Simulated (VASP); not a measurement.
Wanted: the native input for a VASP 6.6.1 run.

```
Task                   : single point
Functional             : PBEsol
Potentials or basis    : VASP PAW PBE potentials, release 64 (Cd_sv_GW)
Cutoff                 : 630 eV
k mesh                 : 10 × 10 × 5
Occupations            : fermi-dirac, width 0.05 eV
Spin                   : no spin polarisation
Dipole correction      : no
Further INCAR settings : ALGO = Normal; EDIFF = 1e-06; NBANDS = 27
```

The structure of Cd lies in POSCAR:

```
Cd
1.0
    2.9386100647      0.0000000000      0.0000000000
   -1.4693050324      2.5449109679      0.0000000000
    0.0000000000      0.0000000000      5.5417265037
Cd
2
Direct
    0.6666666667      0.3333333333      0.7500000000
    0.3333333333      0.6666666667      0.2500000000
```

The input as run:

INCAR

```
SYSTEM = Cd
  PREC = Accurate
  ENCUT = 630
  EDIFF = 1E-6
  ISMEAR = -1
  SIGMA = 0.05
  LREAL = .FALSE.
  LASPH = .TRUE.
  NELM = 120
  ALGO = Normal
  ISIF = 2
  LWAVE = .FALSE.
  LCHARG = .FALSE.
  GGA = PS
  NBANDS = 27
  GGA_COMPAT = .FALSE.
```

KPOINTS

```
regular mesh
0
G
  10 10 5
  0 0 0
```

Potentials or basis: VASP PAW PBE potentials, release 64 (Cd_sv_GW).

The run is started by

```bash
$ cat potpaw_PBE.64/Cd_sv_GW/POTCAR > POTCAR
$ mpirun -np 1 vasp_std > vasp.out
```

It gave:

```
Pressure               : 0.6 GPa
Band gap on the k mesh : zero (bands 20 and 21 overlap by 4.05 eV)
```

Caveat: the PAW data sets were made with another functional, which shifts forces and pressure a little.

Wall time 29 s on 1 thread of AMD EPYC 9R45 96-Core Processor (Zen 5) (shared host), peak memory 0.18 GiB.
